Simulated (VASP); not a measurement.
## Al2Cu: single point with PBEsol

Crystal: Al2Cu.

```xyz
3
Lattice="-2.0246 2.0246 2.8630 2.0246 -2.0246 2.8630 2.0246 2.0246 -2.8630" Properties=species:S:1:pos:R:3 pbc="T T T"
Al    0.0623    1.9680    1.2896
Al    2.0627   -0.0484    1.5768
Cu   -0.1004    0.1051    2.8597
```

This cell differs from its parent crystal: atoms moved at random.

```yaml
Program: VASP 6.6.1
Task: single point
Functional: PBEsol
Potentials_or_basis: VASP PAW PBE potentials, release 64 (Al, Cu)
Cutoff: 520 eV
k_mesh: 12 × 12 × 12
Occupations: gaussian, width 0.15 eV
Spin: no spin polarisation
Dipole_correction: no
Further_INCAR_settings: ALGO = Fast; EDIFF = 1e-06; NBANDS = 16
```

- Pressure: 3.8 GPa
- Largest force: 1.877 eV/Å
- Band gap on the k mesh: zero (an odd number of electrons rules out a gap without spin polarisation)

Forces in eV/Å, atoms in the order of the input:
```
Al  -0.990  0.362  1.419
Al  -0.762  0.311 -1.416
Cu   1.752 -0.673 -0.003
```

Stress tensor (GPa, compression positive):
```
 7.47  1.01 -0.44
 1.01 -3.10 -0.20
-0.44 -0.20  7.08
```

Levels at points of the mesh, in eV from the Fermi level:
```
           k point  band 6  band 7  band 8  band 9  band 10  band 11  band 12  band 13
(0.00, 0.00, 0.00)   -4.07    2.23    2.52    2.79     2.94     3.42     3.48     4.44
(0.50, 0.00, 0.00)   -4.02   -3.87    0.37    1.19     2.43     3.15     3.87     4.25
(0.00, 0.50, 0.00)   -4.10   -4.03    0.15    1.00     2.66     3.53     3.74     4.56
(0.00, 0.50, 0.50)   -4.02   -3.87    0.35    1.20     2.44     3.17     3.86     4.25
(0.50, 0.00, 0.50)   -4.12   -4.04    0.16    0.92     2.73     3.50     3.74     4.61
(0.50, 0.50, 0.00)   -3.96   -3.70   -1.95   -1.90     0.39     1.41     9.12    10.61
(0.00, 0.00, 0.50)   -3.95   -3.79   -1.94   -1.88     0.39     1.41     9.13    10.67
(0.50, 0.50, 0.50)   -3.97   -3.86   -2.03   -1.87     0.37     1.51     9.22    10.64
```

It took 6.7 min on 1 thread of Intel(R) Xeon(R) 6975P-C (Granite Rapids), on a shared host, peak memory 0.68 GiB.

Caveat: the cell differs from its parent crystal (atoms moved at random); the stress differs along the axes, from -3 to 7 GPa; the PAW data sets were made with another functional, which shifts forces and pressure a little.
